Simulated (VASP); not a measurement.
A run of VASP 6.6.1 is set up as follows.

The input INCAR:

```
SYSTEM = Cd2SO
PREC = Accurate
ENCUT = 700
EDIFF = 1E-6
ISMEAR = -1
SIGMA = 0.02
LREAL = .False.
LASPH = .True.
NELM = 120
ALGO = Normal
ISIF = 2
LWAVE = .False.
LCHARG = .True.
GGA = PE
LELF = .True.
LVHAR = .True.
NBANDS = 34
GGA_COMPAT = .False.
```

File KPOINTS:

```
regular mesh
0
Gamma
  6 6 4
  0 0 0
```

File POSCAR:

```
Cd2SO
1.0
    3.6508323041      0.0000000000      0.0000000000
    0.0000000000      3.6508323041      0.0000000000
    0.0000000000      0.0000000000      5.0328770231
O Cd S
1 2 1
Direct
    0.0000000000      0.0000000000      0.0000000000
    0.0000000000      0.0000000000      0.5000000000
    0.5000000000      0.5000000000      0.0000000000
    0.5000000000      0.5000000000      0.5000000000
```

Potentials or basis: VASP PAW PBE potentials, release 64 (O, Cd_sv_GW, S).

Command:

```console
$ cat potpaw_PBE.64/O/POTCAR potpaw_PBE.64/Cd_sv_GW/POTCAR potpaw_PBE.64/S/POTCAR > POTCAR
$ mpirun -np 1 vasp_std > vasp.out
```

Question: Estimate the pressure.

Answer: 2.8 GPa.

Question: Estimate the band gap on the k mesh.

Answer: 0.08 eV (least direct gap 1.04 eV).

Stress tensor (GPa, compression positive):
```
2.74 0.00 0.00
0.00 2.74 0.00
0.00 0.00 2.99
```

Caveat: semilocal functionals underestimate gaps, and a narrow one can read as zero. A k mesh can miss the band edges.
